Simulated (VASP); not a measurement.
Write the native input for VASP 6.6.1 that does the following.

```
Task                   : relaxation of cell and atoms
Functional             : revPBE
Dispersion             : D4
Potentials or basis    : VASP PAW PBE potentials, release 64 (Cl, Na_pv)
Cutoff                 : 600 eV
k mesh                 : 8 × 8 × 8
Occupations            : fermi-dirac, width 0.05 eV
Spin                   : no spin polarisation
Dipole correction      : no
Further INCAR settings : ALGO = Normal; EDIFF = 1e-06; IBRION = 2; EDIFFG = -0.01; NSW = 80; ISIF = 3
```

The structure of NaCl lies in POSCAR:

```
NaCl
1.0
    0.0000000000      2.7940632177      2.7940632177
    2.7940632177      0.0000000000      2.7940632177
    2.7940632177      2.7940632177      0.0000000000
Cl Na
1 1
Direct
    0.5000000000      0.5000000000      0.5000000000
    0.0000000000      0.0000000000      0.0000000000
```

The input as run:

INCAR

```
PREC = Accurate
ENCUT = 600
EDIFF = 1E-6
ISMEAR = -1
SIGMA = 0.05
LREAL = False
LASPH = True
NELM = 100
ALGO = Normal
ISIF = 3
LWAVE = False
LCHARG = False
GGA = RE
IVDW = 13
IBRION = 2
NSW = 80
EDIFFG = -0.01
```

KPOINTS

```
Automatic mesh
0
Gamma
  8 8 8
```

Potentials or basis: VASP PAW PBE potentials, release 64 (Cl, Na_pv).

Launch:

```bash
$ cat potpaw_PBE.64/Cl/POTCAR potpaw_PBE.64/Na_pv/POTCAR > POTCAR
$ mpirun -np 1 vasp_std > vasp.out
```

Results of the run:

```yaml
Relaxed_volume: 23.25 Å³/atom
Relaxed_cell: a = 4.036 Å, b = 4.036 Å, c = 4.036 Å, α = 60.00°, β = 60.00°, γ = 60.00°
Space_group_after_relaxing_to_0.05_Å: Fm-3m (No. 225)
Energy_gained_by_relaxing: 6.4 meV/atom
Ionic_steps: 3
Pressure_after_relaxing: 0.0 GPa
Band_gap_on_the_k_mesh: 5.25 eV, direct
Dispersion_energy_per_atom: -0.159 eV
```

Caveat: the PAW data sets were made with another functional, which shifts forces and pressure a little.

Run time: 13 s on 1 thread of Intel(R) Xeon(R) Platinum 8481C CPU @ 2.70GHz (Sapphire Rapids), with other jobs on the host, peak memory 0.17 GiB.
